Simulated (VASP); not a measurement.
Set up this calculation in VASP 6.6.1, as the native input.

```
Task                   : single point
Functional             : PBE
Potentials or basis    : VASP PAW PBE potentials, release 64 (In_d, As, S)
Cutoff                 : 520 eV
k mesh                 : 6 × 6 × 6
Occupations            : gaussian, width 0.1 eV
Spin                   : no spin polarisation
Dipole correction      : no
Further INCAR settings : ALGO = Normal; EDIFF = 1e-06; NBANDS = 26
```

The structure of InAsS3 lies in POSCAR:

```
InAsS3
1.0
   -2.3142014700      2.3142014700      5.3845044200
    2.3142014700     -2.3142014700      5.3845044200
    2.3142014700      2.3142014700     -5.3845044200
In As S
1 1 3
Direct
    0.0043806600      0.0043806600      0.0000000000
    0.6616827200      0.6616827200      0.0000000000
    0.4268558900      0.4268558900      0.0000000000
    0.2610403700      0.7610403700      0.5000000000
    0.7610403700      0.2610403700      0.5000000000
```

The input as run:

INCAR

```
SYSTEM = InAsS3
ALGO = Normal ; EDIFF = 1E-6
ENCUT = 520 ; GGA = PE
ISIF = 2 ; ISMEAR = 0
LASPH = .TRUE. ; LCHARG = .TRUE.
LELF = .TRUE. ; LREAL = .FALSE.
LVHAR = .TRUE. ; LWAVE = .FALSE.
NBANDS = 26 ; NELM = 60
PREC = Accurate ; SIGMA = 0.1
```

KPOINTS

```
k-points
0
G
  6 6 6
  0 0 0
```

Potentials or basis: VASP PAW PBE potentials, release 64 (In_d, As, S).

Launch:

```bash
$ cat potpaw_PBE.64/In_d/POTCAR potpaw_PBE.64/As/POTCAR potpaw_PBE.64/S/POTCAR > POTCAR
$ mpirun -np 1 vasp_std > vasp.out
```

It gave:

The pressure is -2.4 GPa, the largest force is 2.163 eV/Å and the band gap on the k mesh is zero (band 18 reaches 4.99 eV, above the bottom of band 19 at 4.31 eV).

Caveat: spin-orbit coupling is left out, which moves the levels of the heavy elements; forces of over 1 eV/Å act on the atoms, so gaps and moduli don't describe the material at rest.

Wall time 89 s on 1 thread of Intel(R) Xeon(R) Platinum 8488C (Sapphire Rapids), on a shared host, peak memory 0.36 GiB.
